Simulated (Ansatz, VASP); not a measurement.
# Two plane-wave programs on Re

Contents of POSCAR:

```
Re
1.0
    2.7422705826      0.0000000000      0.0000000000
   -1.3711352913      2.3748759886      0.0000000000
    0.0000000000      0.0000000000      4.4282782931
Re
2
Direct
    0.6666666667      0.3333333333      0.7500000000
    0.3333333333      0.6666666667      0.2500000000
```

The input INCAR.step1:

```
PREC = Accurate
ENCUT = 520
EDIFF = 1E-5
ISMEAR = -1
SIGMA = 0.05
LREAL = False
LASPH = True
NELM = 60
ALGO = Normal
ISIF = 2
LWAVE = True
LCHARG = False
GGA = PE
NBANDS = 14
```

Contents of INCAR.step2:

```
PREC = Accurate
ENCUT = 520
EDIFF = 1E-6
ISMEAR = -1
SIGMA = 0.05
LREAL = False
LASPH = True
NELM = 60
ALGO = Normal
ISIF = 2
LWAVE = False
LCHARG = False
METAGGA = R2SCAN
LHFCALC = True
AEXX = 0.5
LMIXTAU = True
PRECFOCK = Normal
ISTART = 1
NBANDS = 14
```

KPOINTS

```
Automatic mesh
0
Gamma
  6 6 3
```

The input input.yaml:

```yaml
crystal:
  lattice:
    - [2.7422705826, 0.0, 0.0]
    - [-1.3711352913, 2.3748759886, 0.0]
    - [0.0, 0.0, 4.4282782931]
  atoms:
    - { symbol: Re, position: [0.6666666667, 0.3333333333, 0.75] }
    - { symbol: Re, position: [0.3333333333, 0.6666666667, 0.25] }
hamiltonian:
  xc: r2scan50
  pseudopotentials: { kind: paw }
kpoints:
  mp_grid: { grid: [6, 6, 3] }
scf:
  occupations: { method: fermi_dirac, width: 0.05 }
output:
  forces: true
  stress: true
  eigenvalues: true
```

Alike in both runs: task single point; functional r2SCAN50; k mesh 6 × 6 × 3; occupations fermi-dirac, width 0.05 eV; no spin polarisation.

|  | VASP | Ansatz |
| --- | --- | --- |
| version | VASP 6.6.1 | Ansatz 0.2.0 |
| potentials or method | VASP PAW PBE potentials, release 64 (Re) | Ansatz PAW |
| plane-wave cutoff (eV) | 520 | 500 |
| valence electrons in the cell | 14 | 30 |

Ansatz gave:

| Property | Result |
| --- | --- |
| gap on the k mesh at the Fermi level (eV) | none |
| pressure (GPa) | -9.2 |
| traceless stress, the component that is largest in VASP (GPa) | -8.12 |

Problem. Which values does VASP return?

Solution. gap on the k mesh at the Fermi level (eV): none; pressure (GPa): -20.4; traceless stress, the component that is largest in VASP (GPa): -5.81.

VASP's potentials were made for PBE, not for r2SCAN50. A gap of «none» marks a metal or a gap that the smearing closes. One of these differences is far larger than is usual between the two programs; its cause wasn't traced. With one functional, cell and mesh, what is left measures potentials, basis and numerics. VASP's potentials hold 14 valence electrons a cell and Ansatz's 30, so a difference there can come from the potentials and not from the codes.

The k mesh is coarse, so the values compare programs but aren't converged. Spin-orbit coupling is off throughout.
